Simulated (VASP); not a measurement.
# VO2 (P4_2/mnm) in VASP: single point with PBEsol

Aim: the single point of VO2 with PBEsol.

Program: VASP 6.6.1. These are calculated values, not measurements. Logs are shortened: lines on timing, memory, paths and dates and some standing lists are left out, and cuts for length are marked.

### 1 The cell of the first run

The structure is tetragonal, space group P4_2/mnm (No. 136). The conventional cell has a = 4.536 Å, b = 4.536 Å, c = 2.802 Å, α = 90.00°, β = 90.00°, γ = 90.00°. V (site symmetry mmm) has 6 O at 1.90 to 1.92 Å within 2.5 Å. O (site symmetry m2m) has 3 V at 1.90 to 1.92 Å within 2.5 Å.

### 2 Single point, PBEsol, collinear spin, ferromagnetic start

INCAR reads:

```
PREC = Accurate ; ENCUT = 520
EDIFF = 1E-7 ; ISMEAR = 0
SIGMA = 0.1 ; LREAL = False
LASPH = True ; NELM = 150
ALGO = Normal ; ISIF = 2
LWAVE = False ; LCHARG = False
ISPIN = 2 ; MAGMOM = 0.9 0.9 0 0 0 0
LORBIT = 11 ; LMAXMIX = 4
GGA = PS ; NBANDS = 38
```

KPOINTS reads:

```
Automatic mesh
0
Gamma
  8 8 12
```

POSCAR reads:

```
VO2
1.0
    4.5361466542      0.0000000000      0.0000000000
    0.0000000000      4.5361466542      0.0000000000
    0.0000000000      0.0000000000      2.8022713092
V O
2 4
Direct
    0.0000000000      0.0000000000      0.0000000000
    0.5000000000      0.5000000000      0.5000000000
    0.2989300364      0.2989300364      0.0000000000
    0.2010699636      0.7989300364      0.5000000000
    0.7010699636      0.7010699636      0.0000000000
    0.7989300364      0.2010699636      0.5000000000
```

Potentials or basis: VASP PAW PBE potentials, release 64 (V_sv, O).

Launch:

```bash
cat potpaw_PBE.64/V_sv/POTCAR potpaw_PBE.64/O/POTCAR > POTCAR
mpirun -np 1 vasp_std > vasp.out
```

OUTCAR:

```text
PREC = Accurate
   ENCUT = 520
   EDIFF = 1E-7
   ISMEAR = 0
   LREAL = False
   LASPH = True
   NELM = 150
   ISIF = 2
   ISPIN = 2
   LORBIT = 11
   GGA = PS

 ion  position               nearest neighbor table
   1  0.000  0.000  0.000-   4 1.90   6 1.90   4 1.90   6 1.90   5 1.92   3 1.92
   2  0.500  0.500  0.500-   3 1.90   5 1.90   3 1.90   5 1.90   4 1.92   6 1.92
   3  0.299  0.299  0.000-   2 1.90   2 1.90   1 1.92
   4  0.201  0.799  0.500-   1 1.90   1 1.90   2 1.92
   5  0.701  0.701  0.000-   2 1.90   2 1.90   1 1.92
   6  0.799  0.201  0.500-   1 1.90   1 1.90   2 1.92

  LATTYP: Found a simple tetragonal cell.
 ALAT       =     4.5361466542
 C/A-ratio  =     0.6177647071

  Lattice vectors:

 A1 = (   4.5361466542,   0.0000000000,   0.0000000000)
 A2 = (   0.0000000000,   4.5361466542,   0.0000000000)
 A3 = (   0.0000000000,   0.0000000000,   2.8022713092)

Analysis of symmetry for initial positions (statically):
=====================================================================
 Subroutine PRICEL returns:
 Original cell was already a primitive cell.

 Routine SETGRP: Setting up the symmetry group for a
 simple tetragonal supercell.

 Subroutine GETGRP returns: Found 16 space group operations
 (whereof  8 operations were pure point group operations)
 out of a pool of 16 trial point group operations.

The static configuration has the point symmetry D_2h.
 The point group associated with its full space group is D_4h.

Analysis of symmetry for dynamics (positions and initial velocities):
=====================================================================
 Subroutine PRICEL returns:
 Original cell was already a primitive cell.

 Routine SETGRP: Setting up the symmetry group for a
 simple tetragonal supercell.

 Subroutine GETGRP returns: Found 16 space group operations
 (whereof  8 operations were pure point group operations)
 out of a pool of 16 trial point group operations.

The dynamic configuration has the point symmetry D_2h.
 The point group associated with its full space group is D_4h.

Analysis of structural, dynamic, and magnetic symmetry:
=====================================================================
 Subroutine PRICEL returns:
 Original cell was already a primitive cell.

 Routine SETGRP: Setting up the symmetry group for a
 simple tetragonal supercell.

 Subroutine GETGRP returns: Found 16 space group operations
 (whereof  8 operations were pure point group operations)
 out of a pool of 16 trial point group operations.

The overall configuration has the point symmetry D_2h.
[... 144 lines left out ...]
 NGX is ok and might be reduce to    36
   NGX = 17   NGY = 17   NGZ = 11

 number of electron      50.0000004 magnetization       1.9750166

 Free energy of the ion-electron system (eV)
  ---------------------------------------------------
  ext. energy  EPLUGINS =         0.00000000
  ---------------------------------------------------
  free energy    TOTEN  =       -54.64168119 eV

  energy without entropy =      -54.62659243  energy(sigma->0) =      -54.63413681

 E-fermi :   6.5362     XC(G=0): -12.1945

 val. band max:        6.5360341595   @ k =   0.1250   0.0000   0.0833
 cond. band min:       6.5411253387   @ k =   0.2500   0.1250   0.2500
 fundamental gap:      0.0050911791
 Fermi energy:         6.5362155229

 spin component 1

 k-point     1 :       0.0000    0.0000    0.0000
  band No.  band energies     occupation
      1     -59.3007      1.00000
      2     -59.2899      1.00000
      3     -33.2687      1.00000
      4     -33.2687      1.00000
      5     -33.1696      1.00000
      6     -33.1696      1.00000
[... 949 lines left out ...]
     36      15.9789      0.00000
     37      18.8470      0.00000

 [... further k-points ...]

 spin component 2

 k-point     1 :       0.0000    0.0000    0.0000
  band No.  band energies     occupation
      1     -58.2550      1.00000
      2     -58.2435      1.00000
      3     -32.2397      1.00000
      4     -32.2397      1.00000
      5     -32.1568      1.00000
      6     -32.1339      1.00000
[... 949 lines left out ...]
     36      16.1012      0.00000
     37      19.1185      0.00000

 [... further k-points ...]

 [bands above 37 left out]

------------------------ aborting loop because EDIFF is reached ----------------------------------------

  FORCE on cell =-STRESS in cart. coord.  units (eV):
  Direction    XX          YY          ZZ          XY          YZ          ZX
  --------------------------------------------------------------------------------------
  -------------------------------------------------------------------------------------
  Total        0.2707433      0.2707433      0.3830891      0.0000000      0.0000000      0.0000000
  in kB        7.5228767      7.5228767     10.6445177      0.0000000      0.0000000      0.0000000
  external PRESSURE =       8.5634237 kB  Pullay stress =       0.0000000 kB

 VOLUME and BASIS-vectors are now :
 -----------------------------------------------------------------------------
  energy-cutoff  :      520.00
  volume of cell :       57.66
      direct lattice vectors                 reciprocal lattice vectors
     4.536146654  0.000000000  0.000000000     0.220451426  0.000000000  0.000000000
     0.000000000  4.536146654  0.000000000     0.000000000  0.220451426  0.000000000
     0.000000000  0.000000000  2.802271309     0.000000000  0.000000000  0.356853384

 POSITION                                       TOTAL-FORCE (eV/Angst)
 -----------------------------------------------------------------------------------
      0.00000      0.00000      0.00000         0.000000      0.000000      0.000000
      2.26807      2.26807      1.40114         0.000000      0.000000      0.000000
      1.35599      1.35599      0.00000        -0.018195     -0.018195      0.000000
      0.91208      3.62406      1.40114         0.018195     -0.018195      0.000000
      3.18016      3.18016      0.00000         0.018195      0.018195     -0.000000
      3.62406      0.91208      1.40114        -0.018195      0.018195     -0.000000
 -----------------------------------------------------------------------------------
    total drift:                                0.000000      0.000000      0.000000

  FREE ENERGIE OF THE ION-ELECTRON SYSTEM (eV)
  ---------------------------------------------------
  free  energy   TOTEN  =       -54.6416811884 eV

  energy  without entropy=      -54.6265924322  energy(sigma->0) =      -54.63413681

 total charge

# of ion       s       p       d       tot
------------------------------------------
    1        2.297   6.365   2.962  11.624
    2        2.297   6.365   2.962  11.624
    3        1.569   3.471   0.000   5.039
    4        1.569   3.471   0.000   5.039
    5        1.569   3.471   0.000   5.039
    6        1.569   3.471   0.000   5.039
--------------------------------------------------
tot         10.867  26.613   5.925  43.405

 magnetization (x)

# of ion       s       p       d       tot
------------------------------------------
    1        0.013   0.012   0.987   1.012
    2        0.013   0.012   0.987   1.012
    3       -0.002  -0.041   0.000  -0.043
    4       -0.002  -0.041   0.000  -0.043
    5       -0.002  -0.041   0.000  -0.043
    6       -0.002  -0.041   0.000  -0.043
--------------------------------------------------
tot          0.017  -0.138   1.974   1.853
```

OSZICAR:

```text
N       E                     dE             d eps       ncg     rms          rms(c)
DAV:   1     0.616771824351E+03    0.61677E+03   -0.26802E+04 15984   0.144E+03
DAV:   2    -0.230845779340E+02   -0.63986E+03   -0.59706E+03 16820   0.461E+02
DAV:   3    -0.699291111954E+02   -0.46845E+02   -0.46187E+02 18064   0.136E+02
DAV:   4    -0.705243040099E+02   -0.59519E+00   -0.59441E+00 17952   0.164E+01
DAV:   5    -0.705291452869E+02   -0.48413E-02   -0.48408E-02 17724   0.156E+00    0.515E+01
DAV:   6    -0.583584123959E+02    0.12171E+02   -0.53353E+01 18756   0.732E+01    0.221E+01
DAV:   7    -0.566815916705E+02    0.16768E+01   -0.27877E+01 16264   0.592E+01    0.237E+01
DAV:   8    -0.546079022387E+02    0.20737E+01   -0.32130E+00 16944   0.197E+01    0.347E+00
DAV:   9    -0.546143136449E+02   -0.64114E-02   -0.25533E-01 17828   0.375E+00    0.180E+00
DAV:  10    -0.546320368223E+02   -0.17723E-01   -0.27850E-02 17532   0.125E+00    0.147E+00
DAV:  11    -0.546450901397E+02   -0.13053E-01   -0.11383E-02 17904   0.984E-01    0.883E-01
DAV:  12    -0.546417525645E+02    0.33376E-02   -0.96041E-03 17916   0.874E-01    0.289E-01
DAV:  13    -0.546417449233E+02    0.76412E-05   -0.95167E-04 18372   0.225E-01    0.200E-01
DAV:  14    -0.546416730961E+02    0.71827E-04   -0.20045E-04 17622   0.102E-01    0.106E-01
DAV:  15    -0.546416826633E+02   -0.95671E-05   -0.10332E-04 17696   0.673E-02    0.273E-02
DAV:  16    -0.546416835419E+02   -0.87866E-06   -0.42946E-06 17346   0.148E-02    0.257E-02
DAV:  17    -0.546416812132E+02    0.23287E-05   -0.46853E-06 17610   0.243E-02    0.748E-03
DAV:  18    -0.546416811884E+02    0.24843E-07   -0.72044E-07 16846   0.597E-03
   1 F= -.54641681E+02 E0= -.54634137E+02  d E =-.150888E-01  mag=     1.9750
```

stdout:

```text
POSCAR found type information on POSCAR V O
 POSCAR found :  2 types and       6 ions
 scaLAPACK will be used
 -----------------------------------------------------------------------------
|                                                                             |
|                                                                             |
|     You enforced a specific xc type in the INCAR file but a different       |
|     I HOPE YOU KNOW WHAT YOU ARE DOING!                                     |
|                                                                             |
 -----------------------------------------------------------------------------

 LDA part: xc-table for (Slater+PW92), standard interpolation
 POSCAR, INCAR and KPOINTS ok, starting setup
 FFT: planning ... GRIDC
 FFT: planning ... GRID_SOFT
 FFT: planning ... GRID
 WAVECAR not read
 entering main loop
```

Run time: 13 min. Hardware: 1 thread of Intel Xeon 8259CL, shared host; peak memory 0.42 GiB.

What came out:

```
Free energy                                           : -54.6417 eV
Pressure                                              : 0.9 GPa
Largest force                                         : 0.026 eV/Å
Band gap on the k mesh                                : zero (filled and empty bands overlap)
Net moment                                            : 1.98 μB per cell
Site moments                                          : V +1.01; O -0.04 μB
Valence electrons inside the program's atomic spheres : V 11.62; O 5.04
```

Forces in eV/Å, atoms in the order of the input:
```
V    0.000  0.000  0.000
V    0.000  0.000  0.000
O   -0.018 -0.018  0.000
O    0.018 -0.018  0.000
O    0.018  0.018  0.000
O   -0.018  0.018  0.000
```

Caveat: the PAW data sets were made with another functional, which shifts forces and pressure a little; semilocal functionals often make such compounds metallic where correlation or magnetic order opens a gap, which also shifts bond lengths. With open d or f shells a metallic result of PBEsol can be an artefact of self-interaction; +U or a hybrid may open a gap.
